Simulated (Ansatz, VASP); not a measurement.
# One calculation of Zn, two programs

```
Zn
1.0
     2.67000    0.00000    0.00000
    -1.33500    2.31229    0.00000
     0.00000    0.00000    4.96600
Zn
2
Direct
  0.68204 0.34099 0.75211
  0.33507 0.67699 0.25644
```

Change from the starting cell: atoms moved at random, drawn with an rms of 0.05 Å.

Alike in both runs: functional LDA; k mesh 11 × 11 × 6; occupations methfessel-paxton of order 1, width 0.2 eV; no spin polarisation.

|  | VASP | Ansatz |
| --- | --- | --- |
| version | VASP 6.6.1 | Ansatz 0.2.0 |
| potentials or method | VASP PAW LDA potentials, release 64 (Zn) | Ansatz PAW |
| plane-wave cutoff (eV) | 520 | 420 |
| valence electrons in the cell | 24 | 24 |
| task | single point | electrostatic potential |

VASP gave:

| Property | Result |
| --- | --- |
| gap on the k mesh at the Fermi level (eV) | none |
| pressure (GPa) | -8.6 |
| traceless stress, the component that is largest in VASP (GPa) | 1.09 |
| rms of the force components (eV/Å) | 0.021 |

Question: What did Ansatz give for the same quantities?

Answer: gap on the k mesh at the Fermi level (eV): none; pressure (GPa): -9.1; traceless stress, the component that is largest in VASP (GPa): 1.26; rms of the force components (eV/Å): 0.020.

LDA's correlation is that of Perdew and Zunger in VASP and of Perdew and Wang (1992) in Ansatz. Atom by atom the forces differ by 0.001 eV/Å (rms over components). A gap of «none» marks a metal or a gap that the smearing closes.
